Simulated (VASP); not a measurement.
## MnO2: single point with PBEsol+U

MnO2:

```
Mn O
1.0
     1.46329    0.84483    4.69578
    -1.46329    0.84483    4.69578
     0.00000   -1.68966    4.69578
Mn O
1 2
Direct
  0.00000 0.00000 0.00000
  0.26436 0.26436 0.26436
  0.73564 0.73564 0.73564
```

| Property | Result |
| --- | --- |
| Program | VASP 6.6.1 |
| Task | single point |
| Functional | PBEsol |
| Potentials or basis | VASP PAW PBE potentials, release 64 (Mn_pv, O) |
| Cutoff | 520 eV |
| k mesh | 12 × 12 × 12 |
| Occupations | fermi-dirac, width 0.1 eV |
| Spin | collinear spin, ferromagnetic start |
| Starting moments | [4.0, 0.0, 0.0] μB |
| Hubbard terms | Mn d U = 6.9 eV, J = 0.9 eV |

| Quantity | Value |
| --- | --- |
| Pressure | -5.9 GPa |
| Largest force | 0.578 eV/Å |
| Band gap on the k mesh | 1.42 eV (least direct gap 1.62 eV) |
| Net moment | 3.00 μB per cell |
| Site moments | Mn +3.35; O -0.18 μB |
| Valence electrons inside the program's atomic spheres | Mn 11.57; O 4.96 |

Forces in eV/Å, atoms in the order of the input:
```
Mn   0.000  0.000  0.000
O    0.000  0.000  0.578
O    0.000  0.000 -0.578
```

Stress tensor (GPa, compression positive):
```
-6.41  0.00  0.00
 0.00 -6.41  0.00
 0.00  0.00 -5.02
```

Levels at points of the mesh, in eV from the valence-band top:
Spin up:
| k point | band 10 | band 11 | band 12 | band 13 | band 14 | band 15 | band 16 | band 17 | band 18 | band 19 |
| --- | --- | --- | --- | --- | --- | --- | --- | --- | --- | --- |
| (0.00, 0.00, 0.00) | -4.35 | -1.55 | -0.57 | -0.57 | -0.20 | 2.78 | 2.78 | 7.05 | 10.26 | 14.70 |
| (0.50, 0.00, 0.00) | -3.64 | -3.22 | -2.00 | -2.00 | -1.31 | 1.86 | 2.59 | 12.00 | 12.92 | 13.52 |
| (0.50, 0.50, 0.00) | -3.90 | -3.12 | -2.10 | -2.09 | -1.03 | 2.17 | 2.68 | 11.06 | 12.27 | 14.05 |
| (0.50, 0.50, 0.50) | -4.33 | -1.46 | -0.99 | -0.62 | -0.62 | 2.81 | 2.81 | 9.05 | 9.35 | 13.71 |
Spin down:
| k point | band 8 | band 9 | band 10 | band 11 | band 12 | band 13 | band 14 | band 15 |
| --- | --- | --- | --- | --- | --- | --- | --- | --- |
| (0.00, 0.00, 0.00) | -3.81 | -0.87 | -0.87 | -0.50 | 3.72 | 3.72 | 5.01 | 5.08 |
| (0.50, 0.00, 0.00) | -3.14 | -2.34 | -2.18 | -1.51 | 3.63 | 4.10 | 4.45 | 4.89 |
| (0.50, 0.50, 0.00) | -3.07 | -2.27 | -1.81 | -1.26 | 3.55 | 4.14 | 4.50 | 4.85 |
| (0.50, 0.50, 0.50) | -3.37 | -1.73 | -0.91 | -0.91 | 3.71 | 3.71 | 4.91 | 5.11 |

Eigenvalues of the final occupation matrices:
```
    site  spin  trace               eigenvalues
site 1 d     1   4.05  0.58 0.58 0.97 0.97 0.97
site 1 d     2   0.77  0.06 0.06 0.06 0.30 0.30
```

Wall time 30 min on 1 thread of Oxide Virtual Turin-like Processor, on a shared host, peak memory 0.41 GiB.

Caveat: the cell stands under tension; the PAW data sets were made with another functional, which shifts forces and pressure a little; a cell with one magnetic atom can't hold antiferromagnetic order, which such compounds often take. A k mesh can miss the band edges.
